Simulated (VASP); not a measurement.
# Pb (Fm-3m) in VASP: a series of runs, part 3 of 3

VASP 6.6.1. The steps go on from the part before.

**5. Relaxation of cell and atoms, r2SCAN+rVV10**

File POSCAR:

```
Pb
1.0
    0.0000000000      2.4750200000      2.4750200000
    2.4750200000      0.0000000000      2.4750200000
    2.4750200000      2.4750200000      0.0000000000
Pb
1
Direct
    0.0000000000      0.0000000000      0.0000000000
```

File INCAR.step1:

```
PREC = Accurate ; ENCUT = 600
ISMEAR = 0 ; SIGMA = 0.1
LREAL = F ; LASPH = T
NELM = 100 ; GGA = PE
ALGO = Normal ; EDIFF = 1E-4
LWAVE = T ; LCHARG = F
```

File INCAR.step2:

```
PREC = Accurate ; ENCUT = 600
EDIFF = 1E-7 ; ISMEAR = 0
SIGMA = 0.1 ; LREAL = F
LASPH = T ; NELM = 100
ALGO = Normal ; ISIF = 3
LWAVE = F ; LCHARG = F
METAGGA = R2SCAN ; LMIXTAU = T
LUSE_VDW = T ; IVDW_NL = 2
BPARAM = 11.95 ; CPARAM = 0.0093
IBRION = 2 ; NSW = 100
EDIFFG = -0.002 ; ISTART = 1
```

File KPOINTS:

```
Automatic mesh
0
Gamma
  14 14 14
```

Potentials or basis: VASP PAW PBE potentials, release 64 (Pb_d).

Started as:

```sh
> cat potpaw_PBE.64/Pb_d/POTCAR > POTCAR
> cp INCAR.step1 INCAR
> mpirun -np 1 vasp_std > vasp.out
> cp INCAR.step2 INCAR
> mpirun -np 1 vasp_std > vasp.out
```

OUTCAR:

```text
PREC = Accurate
   ENCUT = 600
   EDIFF = 1E-7
   ISMEAR = 0
   LREAL = F
   LASPH = T
   NELM = 100
   ISIF = 3
   METAGGA = R2SCAN
   IVDW_NL = 2
   BPARAM = 11.95
   IBRION = 2
   NSW = 100
   EDIFFG = -0.002
   ISTART = 1

 ion  position               nearest neighbor table
   1  0.000  0.000  0.000-

  LATTYP: Found a face centered cubic cell.
 ALAT       =     4.9500400000

  Lattice vectors:

 A1 = (   0.0000000000,   2.4750200000,   2.4750200000)
 A2 = (   2.4750200000,   0.0000000000,   2.4750200000)
 A3 = (   2.4750200000,   2.4750200000,   0.0000000000)

Analysis of symmetry for initial positions (statically):
=====================================================================
 Subroutine PRICEL returns:
 Original cell was already a primitive cell.

 Routine SETGRP: Setting up the symmetry group for a
 face centered cubic supercell.

 Subroutine GETGRP returns: Found 48 space group operations
 (whereof 48 operations were pure point group operations)
 out of a pool of 48 trial point group operations.

The static configuration has the point symmetry O_h .

Analysis of symmetry for dynamics (positions and initial velocities):
=====================================================================
 Subroutine PRICEL returns:
 Original cell was already a primitive cell.

 Routine SETGRP: Setting up the symmetry group for a
 face centered cubic supercell.

 Subroutine GETGRP returns: Found 48 space group operations
 (whereof 48 operations were pure point group operations)
 out of a pool of 48 trial point group operations.

The dynamic configuration has the point symmetry O_h .

 Subroutine INISYM returns: Found 48 space group operations
 (whereof 48 operations are pure point group operations),
 and found     1 'primitive' translations

----------------------------------------------------------------------------------------

                                     Primitive cell

  volume of cell :      30.3226

  direct lattice vectors                    reciprocal lattice vectors
     0.000000000  2.475020000  2.475020000    -0.202018570  0.202018570  0.202018570
     2.475020000  0.000000000  2.475020000     0.202018570 -0.202018570  0.202018570
     2.475020000  2.475020000  0.000000000     0.202018570  0.202018570 -0.202018570

  length of vectors
     3.500206851  3.500206851  3.500206851     0.349906427  0.349906427  0.349906427

  position of ions in fractional coordinates (direct lattice)
     0.000000000  0.000000000  0.000000000

  ion indices of the primitive-cell ions
   primitive index   ion index
                 1           1

----------------------------------------------------------------------------------------

 KPOINTS: Automatic mesh

Automatic generation of k-mesh.
 Grid dimensions read from file:
 generate k-points for:   14   14   14

 Generating k-lattice:

  Cartesian coordinates                     Fractional coordinates (reciprocal lattice)
    -0.014429898  0.014429898  0.014429898     0.071428571  0.000000000  0.000000000
[... 43 lines left out ...]
   total plane-waves  NPLWV =  21952
   dimension x,y,z NGX =    28 NGY =   28 NGZ =   28
   dimension x,y,z NGXF=    56 NGYF=   56 NGZF=   56
   ions per type =               1
   NGX,Y,Z   is equivalent  to a cutoff of  13.30, 13.30, 13.30 a.u.
   NGXF,Y,Z  is equivalent  to a cutoff of  26.60, 26.60, 26.60 a.u.
 SYSTEM =  unknown system
   PREC   = accura    normal or accurate (medium, high low for compatibility)
   ISTART =      1    job   : 0-new  1-cont  2-samecut
   ICHARG =      0    charge: 1-file 2-atom 10-const
   ISPIN  =      1    spin polarized calculation?
   LNONCOLLINEAR =      F non collinear calculations
   LSORBIT =      F    spin-orbit coupling
   LASPH  =      T    aspherical Exc in radial PAW
   ENCUT  =  600.0 eV  44.10 Ry    6.64 a.u.   6.99  6.99  6.99*2*pi/ulx,y,z
   NELM   =    100;   NELMIN=  2; NELMDL=  0     # of ELM steps
   EDIFF  = 0.1E-06   stopping-criterion for ELM
   LREAL  =      F    real-space projection
   EDIFFG = -.2E-02   stopping-criterion for IOM
   NSW    =    100    number of steps for IOM
   IBRION =      2    ionic relax: 0-MD 1-quasi-New 2-CG
   NFREE  =      1    steps in history (QN), initial steepest desc. (CG)
   ISIF   =      3    stress and relaxation
   ISYM   =      2    0-nonsym 1-usesym 2-fastsym
   POTIM  = 0.5000    time-step for ionic-motion
   TEBEG  =    0.0;   TEEND  =   0.0 temperature during run
   PSTRESS=    0.0 pullay stress
   NELECT =      14.0000    total number of electrons
   NUPDOWN=      -1.0000    fix difference up-down
   EMIN   =  10.00;   EMAX   =-10.00  energy-range for DOS
   EFERMI =   0.00;   METHOD = LEGACY
   ISMEAR =     0;   SIGMA  =   0.10  broadening in eV -4-tet -1-fermi 0-gaus
   EFERMI_NEDOS =   21; number of points for ismear=-14 and -15
   IALGO  =     38    algorithm
   IMIX   =      4    mixing-type and parameters
     AMIX     =   0.40;   BMIX     =  1.00
     AMIX_MAG =   1.60;   BMIX_MAG =  1.00
  volume/ion in A,a.u.               =      30.32       204.63
  Fermi-wavevector in a.u.,A,eV,Ry     =   1.265306  2.391081 21.782907  1.600999
  Thomas-Fermi vector in A             =   2.398566
   LORBIT       =      0    0 simple, 1 ext, 2 COOP (PROOUT), +10 PAW based schemes
   METAGGA = R2SCAN    functional components
   LHFCALC =     F    Hartree Fock is set to
   AEXX    =    0.0000 exact exchange contribution
   IVDW_NL    =     2    kernel type
   BPARAM     =11.9500
   IVDW    =     0    specifies the selected vdW correction
   LEPSILON=     F    determine dielectric tensor
   LRPA    =     F    only Hartree local field effects (RPA)
 conjugate gradient relaxation of ions
 non-spin polarized calculation
 Gauss-broadening in eV      SIGMA  =   0.10
  energy-cutoff  :      600.00
  volume of cell :       30.32
 maximum number of plane-waves:      1026
   NGX = 13   NGY = 13   NGZ = 13

--------------------------------------- Ionic step        1  -------------------------------------------

 number of electron      13.9999999 magnetization

 Free energy of the ion-electron system (eV)
  ---------------------------------------------------
  ext. energy  EPLUGINS =         0.00000000
  ---------------------------------------------------
  free energy    TOTEN  =       -55.91958990 eV

  energy without entropy =      -55.91739346  energy(sigma->0) =      -55.91849168

------------------------ aborting loop because EDIFF is reached ----------------------------------------

  FORCE on cell =-STRESS in cart. coord.  units (eV):
  Direction    XX          YY          ZZ          XY          YZ          ZX
  --------------------------------------------------------------------------------------
  -------------------------------------------------------------------------------------
  Total        0.0822704      0.0822704      0.0822704      0.0000000      0.0000000     -0.0000000
  in kB        4.3469818      4.3469818      4.3469818      0.0000000      0.0000000     -0.0000000
  external PRESSURE =       4.3469818 kB  Pullay stress =       0.0000000 kB
[... 57 lines left out ...]
--------------------------------------- Ionic step        3  -------------------------------------------

 number of electron      14.0000000 magnetization

 Free energy of the ion-electron system (eV)
  ---------------------------------------------------
  ext. energy  EPLUGINS =         0.00000000
  ---------------------------------------------------
  free energy    TOTEN  =       -55.91995125 eV

  energy without entropy =      -55.91769164  energy(sigma->0) =      -55.91882144

 E-fermi :   7.1415     XC(G=0): -10.9123

 val. band max:        7.1331058841   @ k =  -0.2857   0.2857   0.0714
 cond. band min:       7.1655014148   @ k =   0.3571   0.2143   0.0000
 fundamental gap:      0.0323955307
 Fermi energy:         7.1415103231

 k-point     1 :       0.0000    0.0000    0.0000
  band No.  band energies     occupation
      1     -10.5846      2.00000
      2     -10.5846      2.00000
      3     -10.5846      2.00000
      4     -10.4398      2.00000
      5     -10.4398      2.00000
      6      -5.1327      2.00000
      7      14.7699      0.00000
      8      14.7699      0.00000
      9      14.7699      0.00000
     10      17.4990      0.00000
     11      19.2665      0.00000
[... 309 lines left out ...]
 k-point    24 :       0.2857    0.1429    0.0000
  band No.  band energies     occupation
      1     -10.6278      2.00000
      2     -10.5247      2.00000
      3     -10.4951      2.00000
      4     -10.4515      2.00000
      5     -10.3670      2.00000
      6      -3.6394      2.00000
      7       8.4216      0.00000
      8      11.9894      0.00000
      9      12.2574      0.00000
     10      16.0623      0.00000
     11      17.6927      0.00000

 [... further k-points ...]
[... 5 lines left out ...]
  --------------------------------------------------------------------------------------
  -------------------------------------------------------------------------------------
  Total        0.0010818      0.0010818      0.0010818      0.0000000      0.0000000     -0.0000000
  in kB        0.0566532      0.0566532      0.0566532      0.0000000      0.0000000     -0.0000000
  external PRESSURE =       0.0566532 kB  Pullay stress =       0.0000000 kB
[... 16 lines left out ...]
  FREE ENERGIE OF THE ION-ELECTRON SYSTEM (eV)
  ---------------------------------------------------
  free  energy   TOTEN  =       -55.9199512462 eV

  energy  without entropy=      -55.9176916385  energy(sigma->0) =      -55.91882144

 reached required accuracy - stopping structural energy minimisation
```

OSZICAR.step1:

```text
N       E                     dE             d eps       ncg     rms          rms(c)
DAV:   1     0.107358633985E+03    0.10736E+03   -0.79800E+03  2300   0.164E+03
DAV:   2     0.123513296166E+01   -0.10612E+03   -0.10417E+03  2342   0.342E+02
DAV:   3    -0.345233384286E+01   -0.46875E+01   -0.46630E+01  2725   0.827E+01
DAV:   4    -0.356281288327E+01   -0.11048E+00   -0.11044E+00  2742   0.138E+01
DAV:   5    -0.356790336415E+01   -0.50905E-02   -0.50904E-02  2925   0.271E+00    0.524E-01
DAV:   6    -0.355873080584E+01    0.91726E-02   -0.15013E-02  2807   0.233E+00    0.260E-01
DAV:   7    -0.355649308662E+01    0.22377E-02   -0.65711E-03  2756   0.148E+00    0.870E-02
DAV:   8    -0.355643397214E+01    0.59114E-04   -0.40588E-04  2568   0.390E-01
   1 F= -.35564340E+01 E0= -.35553646E+01  d E =-.213870E-02
```

Wall time 9.4 min (1 thread of Intel Xeon Platinum 8259CL at 2.50GHz (Skylake/Cascade Lake), shared host); peak memory 0.3 GiB.

Results:

```yaml
Free_energy: -55.9200 eV
Relaxed_volume: 30.59 Å³/atom
Relaxed_cell: a = 3.511 Å, b = 3.511 Å, c = 3.511 Å, α = 60.00°, β = 60.00°, γ = 60.00°
Space_group_after_relaxing_to_0.05_Å: Fm-3m (No. 225)
Energy_gained_by_relaxing: 0.4 meV/atom
Ionic_steps: 3
Pressure_after_relaxing: 0.0 GPa
Band_gap_on_the_k_mesh: zero (band 7 reaches 14.77 eV, above the bottom of band 8 at 5.52 eV)
```

Step by step:
```
step  energy change (eV)  largest force (eV/Å)  pressure (GPa)  volume (Å³)
   1              0.0000                0.0000            0.43        30.32
   2             -0.0003                0.0000           -0.14        30.69
   3             -0.0004                0.0000            0.01        30.59
```

Final structure:
```xyz
1
Lattice="0.0000 2.4823 2.4823 2.4823 0.0000 2.4823 2.4823 2.4823 0.0000" Properties=species:S:1:pos:R:3 pbc="T T T"
Pb    0.0000    0.0000    0.0000
```

Levels at points of the mesh, in eV from the Fermi level:
```csv
k point,band 5,band 6,band 7,band 8,band 9,band 10
"(0.00, 0.00, 0.00)",-17.58,-12.27,7.63,7.63,7.63,10.36
"(0.50, 0.00, 0.00)",-17.44,-8.50,-4.39,5.72,5.72,9.89
"(0.50, 0.50, 0.00)",-17.40,-7.01,-3.47,2.07,2.07,5.82
```

Caveat: the PAW data sets were made with another functional, which shifts forces and pressure a little; spin-orbit coupling is left out, which moves the levels of the heavy elements. Zero-point motion and thermal expansion aren't in these numbers.

**6. The runs side by side**

```csv
task,cell,k mesh,cutoff (eV),gap on the mesh (eV),pressure (GPa)
single point,"a = 3.500 Å, angles 60.0°, 1 atom",6 × 6 × 6,520,none,1.2
single point,"a = 3.505 Å, angles 60.0°, 1 atom",14 × 14 × 14,520,none,0.2
relaxation of cell and atoms,"relaxed from a = 3.500 Å, angles 60.0°, 1 atom",14 × 14 × 14,600,none,0.0
```

Alike in all rows: level r2SCAN+rVV10; potentials or basis VASP PAW PBE potentials, release 64 (Pb_d); no spin polarisation; smearing gaussian 0.1 eV.

Caveats: some runs use coarse meshes; the PAW data sets were made with another functional, which shifts forces and pressure a little; spin-orbit coupling is left out, which moves the levels of the heavy elements.

Total energies depend on the potentials used, so only differences within one code and one set of settings carry meaning.
